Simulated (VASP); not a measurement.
A run of VASP 6.6.1 is set up as follows.

File INCAR:

```
SYSTEM = AlRh
PREC = Accurate
ENCUT = 500
EDIFF = 1E-6
ISMEAR = 1
SIGMA = 0.1
LREAL = .False.
LASPH = .True.
NELM = 120
ALGO = Normal
ISIF = 2
LWAVE = .False.
LCHARG = .False.
GGA = CA
NBANDS = 86
GGA_COMPAT = .False.
```

Contents of KPOINTS:

```
Automatic mesh
0
Gamma
  2 2 2
  0 0 0
```

The input POSCAR:

```
AlRh
1.0
    5.9546449400      0.0000000000      0.0000000000
    0.0000000000      5.9546449400      0.0000000000
    0.0000000000      0.0000000000      5.9546449400
Al Rh
8 8
Direct
    0.0000000000      0.0000000000      0.0000000000
    0.0000000000      0.0000000000      0.5000000000
    0.0000000000      0.5000000000      0.0000000000
    0.0000000000      0.5000000000      0.5000000000
    0.5000000000      0.0000000000      0.0000000000
    0.5000000000      0.0000000000      0.5000000000
    0.5000000000      0.5000000000      0.0000000000
    0.5000000000      0.5000000000      0.5000000000
    0.2500000000      0.2500000000      0.2500000000
    0.2500000000      0.2500000000      0.7500000000
    0.2500000000      0.7500000000      0.2500000000
    0.2500000000      0.7500000000      0.7500000000
    0.7500000000      0.2500000000      0.2500000000
    0.7500000000      0.2500000000      0.7500000000
    0.7500000000      0.7500000000      0.2500000000
    0.7500000000      0.7500000000      0.7500000000
```

Potentials or basis: VASP PAW LDA potentials, release 64 (Al, Rh_pv).

Launch:

```bash
$ cat potpaw_LDA.64/Al/POTCAR potpaw_LDA.64/Rh_pv/POTCAR > POTCAR
$ mpirun -np 1 vasp_std > vasp.out
```

**Question.** What does it give for the pressure?

**Answer.** -3.0 GPa.

**Question.** What does it give for the band gap on the k mesh?

**Answer.** Zero (bands 72 and 73 overlap by 0.61 eV).

Caveat: the k points lie up to 0.53 Å⁻¹ apart, too coarse for converged energies and pressures of a metal.
